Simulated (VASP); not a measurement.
Here is a VASP 6.6.1 calculation.

INCAR

```
SYSTEM = Ta2Si2O
ALGO = Normal
EDIFF = 1E-6
EDIFFG = -0.04
ENCUT = 600
GGA = PE
IBRION = 2
ISIF = 3
ISMEAR = 0
LASPH = .True.
LCHARG = .False.
LREAL = .False.
LWAVE = .False.
NELM = 100
NSW = 90
PREC = Accurate
SIGMA = 0.1
```

The input KPOINTS:

```
k-points
0
Gamma
  6 6 4
  0 0 0
```

File POSCAR:

```
Ta2Si2O
1.0
    3.3377111351      0.0000000000      0.0000000000
    0.0000000000      3.3377111351      0.0000000000
    0.0000000000      0.0000000000      6.4676109560
Ta Si O
2 2 1
Direct
    0.0000000000      0.0000000000      0.3769685889
    0.5000000000      0.5000000000      0.0184509880
    0.5000000000      0.0000000000      0.7093981307
    0.0000000000      0.5000000000      0.7093981307
    0.5000000000      0.5000000000      0.3315667217
```

Potentials or basis: VASP PAW PBE potentials, release 64 (Ta_pv, Si, O).

The run is started by

```sh
$ cat potpaw_PBE.64/Ta_pv/POTCAR potpaw_PBE.64/Si/POTCAR potpaw_PBE.64/O/POTCAR > POTCAR
$ mpirun -np 1 vasp_std > vasp.out
```

(1) Predict the space group after relaxing (to 0.1 Å).

(2) What does it give for the relaxed volume?

Answers

(1) P4mm (No. 99).

(2) 14.49 Å³/atom.
